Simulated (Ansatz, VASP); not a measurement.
NaCl in VASP and in Ansatz

Contents of INCAR:

```
SYSTEM = NaCl
PREC = Accurate
ENCUT = 520
EDIFF = 1E-8
ISMEAR = -1
SIGMA = 0.03
LREAL = .False.
LASPH = .True.
NELM = 100
ALGO = Normal
ISIF = 2
LWAVE = .False.
LCHARG = .False.
GGA = PE
LEFG = .True.
NBANDS = 14
```

File KPOINTS:

```
regular mesh
0
Gamma
  9 9 9
  0 0 0
```

The input POSCAR:

```
NaCl
1.0
    2.8021129234      0.0000000000      0.0000000000
    0.0000000000      2.8021129234      0.0000000000
    0.0000000000      0.0000000000      2.8021129234
Na Cl
1 1
Direct
    0.0000000000      0.0000000000      0.0000000000
    0.5000000000      0.5000000000      0.5000000000
```

Input for Ansatz:

```yaml
crystal:
  lattice:
    - [2.8021129234, 0.0, 0.0]
    - [0.0, 2.8021129234, 0.0]
    - [0.0, 0.0, 2.8021129234]
  atoms:
    - { symbol: Na, position: [0.0, 0.0, 0.0] }
    - { symbol: Cl, position: [0.5, 0.5, 0.5] }
kpoints:
  mp_grid: { grid: [9, 9, 9] }
scf:
  occupations: { method: fermi_dirac, width: 0.03 }
hamiltonian:
  xc: pbe
  pseudopotentials: { kind: all_electron, datasets: crystal }
output:
  forces: true
  stress: true
  eigenvalues: true
  efg: { contact_densities: true }
```

Change from the starting cell: volume scaled by 0.9405, crystal datasets.

Alike in both runs: task electric field gradients; functional PBE; k mesh 9 × 9 × 9; occupations fermi-dirac, width 0.03 eV; no spin polarisation.

```csv
,VASP,Ansatz
version,VASP 6.6.1,Ansatz 0.2.0
potentials or method,"VASP PAW PBE potentials, release 64 (Na_pv, Cl), cutoff 520 eV","all-electron PAW with datasets made for the crystal, scalar-relativistic"
```

Ansatz gave:

- gap on the k mesh at the Fermi level (eV): 4.48
- pressure (GPa): 82.1

**Question.** What did VASP give for the same quantities?

**Answer.** gap on the k mesh at the Fermi level (eV): 4.53; pressure (GPa): 82.5.

Both programs put the cell under a high pressure, so it lies far from rest at this level. Ansatz ran all-electron here, and VASP with PAW potentials.

Noted on VASP's run: the cell as given lies far from equilibrium.
